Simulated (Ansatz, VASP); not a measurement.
Ag: VASP beside Ansatz

```
Ag
1.0
     3.06554    0.00000    0.00000
    -1.53277    2.65484    0.00000
     0.00000    0.00000    4.94759
Ag
2
Direct
  0.33333 0.66667 0.25000
  0.66667 0.33333 0.75000
```

Alike in both runs: task single point; functional BLYP; k mesh 13 × 13 × 7; occupations fermi-dirac, width 0.1 eV; no spin polarisation.

|  | VASP | Ansatz |
| --- | --- | --- |
| version | VASP 6.6.1 | Ansatz 0.2.0 |
| potentials or method | VASP PAW PBE potentials, release 64 (Ag), cutoff 520 eV | plane waves (420 eV) with PAW, scalar-relativistic |
| valence electrons in the cell | 22 | 38 |

VASP gave:

- pressure (GPa): -2.4
- traceless stress, the component that is largest in VASP (GPa): 0.91

Question: Estimate Ansatz's values.

Answer: Pressure (GPa): -2.5; traceless stress, the component that is largest in VASP (GPa): 0.91.

VASP's potentials were made for PBE, not for BLYP. VASP's potentials hold 22 valence electrons a cell and Ansatz's 38, so a difference there can come from the potentials and not from the codes.
